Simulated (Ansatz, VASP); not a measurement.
**SnTe in VASP and in Ansatz**

```
Sn Te
1.0
     5.42614    0.00000    0.00000
    -2.71307    4.69918    0.00000
     0.00000    0.00000    6.51101
Sn Te
2 2
Cartesian
  0.0000 3.1328 -0.3273
  2.7131 1.5664 2.9282
  0.0000 3.1328 2.7690
  2.7131 1.5664 6.0245
```

Alike in both runs: task single point; functional PBE; k mesh 6 × 6 × 4; no spin polarisation.

```csv
,VASP,Ansatz
version,VASP 6.6.1,Ansatz 0.2.0
potentials or method,"VASP PAW PBE potentials, release 64 (Sn_d, Te)","plane waves, PAW"
plane-wave cutoff (eV),520,420
occupations,"gaussian, width 0.01 eV",fixed
valence electrons in the cell,40,60
```

```tsv
	VASP	Ansatz	Ansatz less VASP
gap on the k mesh at the Fermi level (eV)	0.64	0.64	+0.002
pressure (GPa)	0.0	0.0	+0.01
```

VASP's potentials hold 40 valence electrons a cell and Ansatz's 60, so a difference there can come from the potentials and not from the codes.

Spin-orbit coupling is off throughout.
